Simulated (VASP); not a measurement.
# ZnSnI6 (Fm-3m) in VASP: single point with r2SCAN+rVV10

Aim: the single point of ZnSnI6 with r2SCAN+rVV10.

Program: VASP 6.6.1. These are calculated values, not measurements. Logs are shortened: lines on timing, memory, paths and dates and some standing lists are left out, and cuts for length are marked.

### 1 The cell of the first run

It takes space group Fm-3m (No. 225, cubic). The conventional cell has a = 11.436 Å, b = 11.436 Å, c = 11.436 Å, α = 90.00°, β = 90.00°, γ = 90.00°. Zn (site symmetry m-3m) has 6 I at 2.81 Å within 3.7 Å. Within 3.8 Å of Sn (site symmetry m-3m) lie 6 I at 2.91 Å. Within 3.7 Å of I (site symmetry 4mm) lie 1 Zn at 2.81 Å and 1 Sn at 2.91 Å.

### 2 Single point, r2SCAN+rVV10

Input file POSCAR:

```
ZnSnI6
1.0
    0.0000000000      5.7181779358      5.7181779358
    5.7181779358      0.0000000000      5.7181779358
    5.7181779358      5.7181779358      0.0000000000
Zn Sn I
1 1 6
Direct
    0.5000000000      0.5000000000      0.5000000000
    0.0000000000      0.0000000000      0.0000000000
    0.7455995946      0.2544004054      0.2544004054
    0.2544004054      0.7455995946      0.7455995946
    0.2544004054      0.7455995946      0.2544004054
    0.7455995946      0.2544004054      0.7455995946
    0.2544004054      0.2544004054      0.7455995946
    0.7455995946      0.7455995946      0.2544004054
```

Input file INCAR.step1:

```
PREC = Accurate
ENCUT = 520
ISMEAR = -1
SIGMA = 0.03
LREAL = False
LASPH = True
NELM = 80
NBANDS = 44
GGA = PE
ALGO = Normal
EDIFF = 1E-4
LWAVE = True
LCHARG = False
```

Input file INCAR.step2:

```
PREC = Accurate
ENCUT = 520
EDIFF = 1E-6
ISMEAR = -1
SIGMA = 0.03
LREAL = False
LASPH = True
NELM = 80
ALGO = Normal
ISIF = 2
LWAVE = False
LCHARG = False
METAGGA = R2SCAN
LMIXTAU = True
LUSE_VDW = True
IVDW_NL = 2
BPARAM = 11.95
CPARAM = 0.0093
NBANDS = 44
ISTART = 1
```

Input file KPOINTS:

```
Automatic mesh
0
Gamma
  4 4 4
```

Potentials or basis: VASP PAW PBE potentials, release 64 (Zn, Sn_d, I).

Command:

```sh
cat potpaw_PBE.64/Zn/POTCAR potpaw_PBE.64/Sn_d/POTCAR potpaw_PBE.64/I/POTCAR > POTCAR
cp INCAR.step1 INCAR
mpirun -np 1 vasp_std > vasp.out
cp INCAR.step2 INCAR
mpirun -np 1 vasp_std > vasp.out
```

OUTCAR:

```text
PREC = Accurate
   ENCUT = 520
   EDIFF = 1E-6
   ISMEAR = -1
   LREAL = False
   LASPH = True
   NELM = 80
   ISIF = 2
   METAGGA = R2SCAN
   IVDW_NL = 2
   BPARAM = 11.95
   ISTART = 1

 ion  position               nearest neighbor table
   1  0.500  0.500  0.500-   3 2.81   4 2.81   5 2.81   6 2.81   7 2.81   8 2.81
   2  0.000  0.000  0.000-   3 2.91   4 2.91   5 2.91   6 2.91   7 2.91   8 2.91
   3  0.746  0.254  0.254-   1 2.81   2 2.91
   4  0.254  0.746  0.746-   1 2.81   2 2.91
   5  0.254  0.746  0.254-   1 2.81   2 2.91
   6  0.746  0.254  0.746-   1 2.81   2 2.91
   7  0.254  0.254  0.746-   1 2.81   2 2.91
   8  0.746  0.746  0.254-   1 2.81   2 2.91

  LATTYP: Found a face centered cubic cell.
 ALAT       =    11.4363558716

  Lattice vectors:

 A1 = (   0.0000000000,   5.7181779358,   5.7181779358)
 A2 = (   5.7181779358,   0.0000000000,   5.7181779358)
 A3 = (   5.7181779358,   5.7181779358,   0.0000000000)

Analysis of symmetry for initial positions (statically):
=====================================================================
 Subroutine PRICEL returns:
 Original cell was already a primitive cell.

 Routine SETGRP: Setting up the symmetry group for a
 face centered cubic supercell.

 Subroutine GETGRP returns: Found 48 space group operations
 (whereof 48 operations were pure point group operations)
 out of a pool of 48 trial point group operations.

The static configuration has the point symmetry O_h .

Analysis of symmetry for dynamics (positions and initial velocities):
=====================================================================
 Subroutine PRICEL returns:
 Original cell was already a primitive cell.

 Routine SETGRP: Setting up the symmetry group for a
 face centered cubic supercell.

 Subroutine GETGRP returns: Found 48 space group operations
 (whereof 48 operations were pure point group operations)
 out of a pool of 48 trial point group operations.

The dynamic configuration has the point symmetry O_h .

 Subroutine INISYM returns: Found 48 space group operations
 (whereof 48 operations are pure point group operations),
 and found     1 'primitive' translations

----------------------------------------------------------------------------------------

                                     Primitive cell

  volume of cell :     373.9409

  direct lattice vectors                    reciprocal lattice vectors
     0.000000000  5.718177936  5.718177936    -0.087440441  0.087440441  0.087440441
     5.718177936  0.000000000  5.718177936     0.087440441 -0.087440441  0.087440441
     5.718177936  5.718177936  0.000000000     0.087440441  0.087440441 -0.087440441

  length of vectors
     8.086724789  8.086724789  8.086724789     0.151451286  0.151451286  0.151451286

  position of ions in fractional coordinates (direct lattice)
     0.500000000  0.500000000  0.500000000
     0.000000000  0.000000000  0.000000000
     0.745599595  0.254400405  0.254400405
     0.254400405  0.745599595  0.745599595
     0.254400405  0.745599595  0.254400405
     0.745599595  0.254400405  0.745599595
     0.254400405  0.254400405  0.745599595
     0.745599595  0.745599595  0.254400405

  ion indices of the primitive-cell ions
   primitive index   ion index
                 1           1
                 2           2
                 3           3
                 4           4
                 5           5
                 6           6
                 7           7
                 8           8

----------------------------------------------------------------------------------------

 KPOINTS: Automatic mesh

Automatic generation of k-mesh.
 Grid dimensions read from file:
 generate k-points for:    4    4    4

 Generating k-lattice:

  Cartesian coordinates                     Fractional coordinates (reciprocal lattice)
    -0.021860110  0.021860110  0.021860110     0.250000000  0.000000000  0.000000000
     0.021860110 -0.021860110  0.021860110     0.000000000  0.250000000  0.000000000
     0.021860110  0.021860110 -0.021860110     0.000000000  0.000000000  0.250000000

  Length of vectors
     0.037862822  0.037862822  0.037862822

  Shift w.r.t. Gamma in fractional coordinates (k-lattice)
     0.000000000  0.000000000  0.000000000

 Subroutine IBZKPT returns following result:
 ===========================================

 Found      8 irreducible k-points:

 Following reciprocal coordinates:
            Coordinates               Weight
  0.000000  0.000000  0.000000      1.000000
  0.250000  0.000000  0.000000      8.000000
  0.500000  0.000000  0.000000      4.000000
  0.250000  0.250000  0.000000      6.000000
  0.500000  0.250000  0.000000     24.000000
 -0.250000  0.250000  0.000000     12.000000
  0.500000  0.500000  0.000000      3.000000
 -0.250000  0.500000  0.250000      6.000000
   k-points           NKPTS =      8   k-points in BZ     NKDIM =      8   number of bands    NBANDS=     44
   number of dos      NEDOS =    301   number of ions     NIONS =      8
   total plane-waves  NPLWV = 216000
   dimension x,y,z NGX =    60 NGY =   60 NGZ =   60
   dimension x,y,z NGXF=   120 NGYF=  120 NGZF=  120
   ions per type =               1   1   6
   NGX,Y,Z   is equivalent  to a cutoff of  12.33, 12.33, 12.33 a.u.
   NGXF,Y,Z  is equivalent  to a cutoff of  24.67, 24.67, 24.67 a.u.
 SYSTEM =  unknown system
   PREC   = accura    normal or accurate (medium, high low for compatibility)
   ISTART =      1    job   : 0-new  1-cont  2-samecut
   ICHARG =      0    charge: 1-file 2-atom 10-const
   ISPIN  =      1    spin polarized calculation?
   LNONCOLLINEAR =      F non collinear calculations
   LSORBIT =      F    spin-orbit coupling
   LASPH  =      T    aspherical Exc in radial PAW
   ENCUT  =  520.0 eV  38.22 Ry    6.18 a.u.  15.04 15.04 15.04*2*pi/ulx,y,z
   NELM   =     80;   NELMIN=  2; NELMDL=  0     # of ELM steps
   EDIFF  = 0.1E-05   stopping-criterion for ELM
   LREAL  =      F    real-space projection
   EDIFFG = 0.1E-04   stopping-criterion for IOM
   NSW    =      0    number of steps for IOM
   IBRION =     -1    ionic relax: 0-MD 1-quasi-New 2-CG
   NFREE  =      0    steps in history (QN), initial steepest desc. (CG)
   ISIF   =      2    stress and relaxation
   ISYM   =      2    0-nonsym 1-usesym 2-fastsym
   POTIM  = 0.5000    time-step for ionic-motion
   TEBEG  =    0.0;   TEEND  =   0.0 temperature during run
   PSTRESS=    0.0 pullay stress
   NELECT =      68.0000    total number of electrons
   NUPDOWN=      -1.0000    fix difference up-down
   EMIN   =  10.00;   EMAX   =-10.00  energy-range for DOS
   EFERMI =   0.00;   METHOD = LEGACY
   ISMEAR =    -1;   SIGMA  =   0.03  broadening in eV -4-tet -1-fermi 0-gaus
   EFERMI_NEDOS =   21; number of points for ismear=-14 and -15
   IALGO  =     38    algorithm
   IMIX   =      4    mixing-type and parameters
     AMIX     =   0.40;   BMIX     =  1.00
     AMIX_MAG =   1.60;   BMIX_MAG =  1.00
  volume/ion in A,a.u.               =      46.74       315.43
  Fermi-wavevector in a.u.,A,eV,Ry     =   0.927492  1.752706 11.704293  0.860241
  Thomas-Fermi vector in A             =   2.053567
   LORBIT       =      0    0 simple, 1 ext, 2 COOP (PROOUT), +10 PAW based schemes
   METAGGA = R2SCAN    functional components
   LHFCALC =     F    Hartree Fock is set to
   AEXX    =    0.0000 exact exchange contribution
   IVDW_NL    =     2    kernel type
   BPARAM     =11.9500
   IVDW    =     0    specifies the selected vdW correction
   LEPSILON=     F    determine dielectric tensor
   LRPA    =     F    only Hartree local field effects (RPA)
 non-spin polarized calculation
  energy-cutoff  :      520.00
  volume of cell :      373.94
 maximum number of plane-waves:     10096
   NGX = 31   NGY = 31   NGZ = 31

 number of electron      68.0000006 magnetization

 Free energy of the ion-electron system (eV)
  ---------------------------------------------------
  ext. energy  EPLUGINS =         0.00000000
  ---------------------------------------------------
  free energy    TOTEN  =      -180.18558166 eV

  energy without entropy =     -180.16647973  energy(sigma->0) =     -180.17603070

 E-fermi :   0.5903     XC(G=0):  -7.6273

 val. band max:        0.5588449803   @ k =   0.2500   0.0000   0.0000
 cond. band min:       0.6060419118   @ k =   0.5000   0.0000   0.0000
 fundamental gap:      0.0471969315
 Fermi energy:         0.5903302467

 k-point     1 :       0.0000    0.0000    0.0000
  band No.  band energies     occupation
      1     -21.8397      2.00000
      2     -21.8397      2.00000
      3     -21.7706      2.00000
      4     -21.7706      2.00000
      5     -21.7706      2.00000
      6     -12.3719      2.00000
[... 36 lines left out ...]
     43       6.9773      0.00000
     44       6.9773      0.00000

 k-point     2 :       0.2500    0.0000    0.0000
  band No.  band energies     occupation
      1     -21.8397      2.00000
      2     -21.8397      2.00000
      3     -21.7706      2.00000
      4     -21.7706      2.00000
      5     -21.7706      2.00000
      6     -12.2713      2.00000
[... 36 lines left out ...]
     43       7.3459      0.00000
     44       7.3459      0.00000

 k-point     3 :       0.5000    0.0000    0.0000
  band No.  band energies     occupation
      1     -21.8397      2.00000
      2     -21.8397      2.00000
      3     -21.7706      2.00000
      4     -21.7706      2.00000
      5     -21.7706      2.00000
      6     -12.0598      2.00000
[... 36 lines left out ...]
     43       7.3513      0.00000
     44       7.3514      0.00000

 k-point     4 :       0.2500    0.2500    0.0000
  band No.  band energies     occupation
      1     -21.8397      2.00000
      2     -21.8397      2.00000
      3     -21.7706      2.00000
      4     -21.7706      2.00000
      5     -21.7706      2.00000
      6     -12.2445      2.00000
[... 36 lines left out ...]
     43       7.5781      0.00000
     44       7.6411      0.00000

 k-point     5 :       0.5000    0.2500    0.0000
  band No.  band energies     occupation
      1     -21.8397      2.00000
      2     -21.8397      2.00000
      3     -21.7707      2.00000
      4     -21.7706      2.00000
      5     -21.7706      2.00000
      6     -12.0685      2.00000
[... 36 lines left out ...]
     43       7.7215      0.00000
     44       8.0164      0.00000

 k-point     6 :      -0.2500    0.2500    0.0000
  band No.  band energies     occupation
      1     -21.8397      2.00000
      2     -21.8397      2.00000
      3     -21.7706      2.00000
      4     -21.7706      2.00000
      5     -21.7706      2.00000
      6     -12.1247      2.00000
[... 36 lines left out ...]
     43       7.5065      0.00000
     44       7.5366      0.00000

 k-point     7 :       0.5000    0.5000    0.0000
  band No.  band energies     occupation
      1     -21.8397      2.00000
      2     -21.8397      2.00000
      3     -21.7706      2.00000
      4     -21.7706      2.00000
      5     -21.7706      2.00000
      6     -12.0593      2.00000
[... 36 lines left out ...]
     43       7.6387      0.00000
     44       8.0539      0.00000

 k-point     8 :      -0.2500    0.5000    0.2500
  band No.  band energies     occupation
      1     -21.8397      2.00000
      2     -21.8397      2.00000
      3     -21.7707      2.00000
      4     -21.7706      2.00000
      5     -21.7706      2.00000
      6     -11.9941      2.00000
[... 36 lines left out ...]
     43       7.8880      0.00000
     44       7.8984      0.00000

------------------------ aborting loop because EDIFF is reached ----------------------------------------

  FORCE on cell =-STRESS in cart. coord.  units (eV):
  Direction    XX          YY          ZZ          XY          YZ          ZX
  --------------------------------------------------------------------------------------
  -------------------------------------------------------------------------------------
  Total        0.2211396      0.2211396      0.2211396      0.0000000      0.0000000      0.0000000
  in kB        0.9474889      0.9474889      0.9474889      0.0000000      0.0000000      0.0000000
  external PRESSURE =       0.9474889 kB  Pullay stress =       0.0000000 kB

 VOLUME and BASIS-vectors are now :
 -----------------------------------------------------------------------------
  energy-cutoff  :      520.00
  volume of cell :      373.94
      direct lattice vectors                 reciprocal lattice vectors
     0.000000000  5.718177936  5.718177936    -0.087440441  0.087440441  0.087440441
     5.718177936  0.000000000  5.718177936     0.087440441 -0.087440441  0.087440441
     5.718177936  5.718177936  0.000000000     0.087440441  0.087440441 -0.087440441

 POSITION                                       TOTAL-FORCE (eV/Angst)
 -----------------------------------------------------------------------------------
      5.71818      5.71818      5.71818         0.000000      0.000000     -0.000000
      0.00000      0.00000      0.00000         0.000000      0.000000     -0.000000
      2.90941      5.71818      5.71818        -0.000814      0.000000     -0.000000
      8.52694      5.71818      5.71818         0.000814      0.000000     -0.000000
      5.71818      2.90941      5.71818         0.000000     -0.000814     -0.000000
      5.71818      8.52694      5.71818         0.000000      0.000814     -0.000000
      5.71818      5.71818      2.90941         0.000000      0.000000     -0.000814
      5.71818      5.71818      8.52694         0.000000      0.000000      0.000814
 -----------------------------------------------------------------------------------
    total drift:                                0.000000      0.000000      0.000000

  FREE ENERGIE OF THE ION-ELECTRON SYSTEM (eV)
  ---------------------------------------------------
  free  energy   TOTEN  =      -180.1855816648 eV

  energy  without entropy=     -180.1664797264  energy(sigma->0) =     -180.17603070
```

Wall time 9.6 min (1 thread of Intel Xeon 6975P-C (Granite Rapids), shared host); peak memory 1.4 GiB.

What came out:

| Quantity | Value |
| --- | --- |
| Free energy | -180.1856 eV |
| Pressure | 0.1 GPa |
| Band gap on the k mesh | zero (bands 34 and 35 overlap by 0.16 eV) |

Levels at points of the mesh, in eV from the Fermi level:
```
           k point  band 30  band 31  band 32  band 33  band 34  band 35  band 36  band 37  band 38  band 39
(0.00, 0.00, 0.00)    -0.62    -0.62    -0.62     0.13     0.13     0.13     3.03     3.03     3.03     4.57
(0.50, 0.00, 0.00)    -0.38    -0.38    -0.35    -0.34    -0.34     0.02     0.95     5.00     5.00     6.03
(0.50, 0.50, 0.00)    -0.98    -0.97    -0.68    -0.68     0.12     0.98     3.36     3.55     3.55     3.90
```

Caveat: semilocal functionals underestimate gaps, and a narrow one can read as zero; the PAW data sets were made with another functional, which shifts forces and pressure a little; spin-orbit coupling is left out, which moves the levels of the heavy elements.

The gap in the log of VASP goes by the Fermi energy; the results here count the filled bands.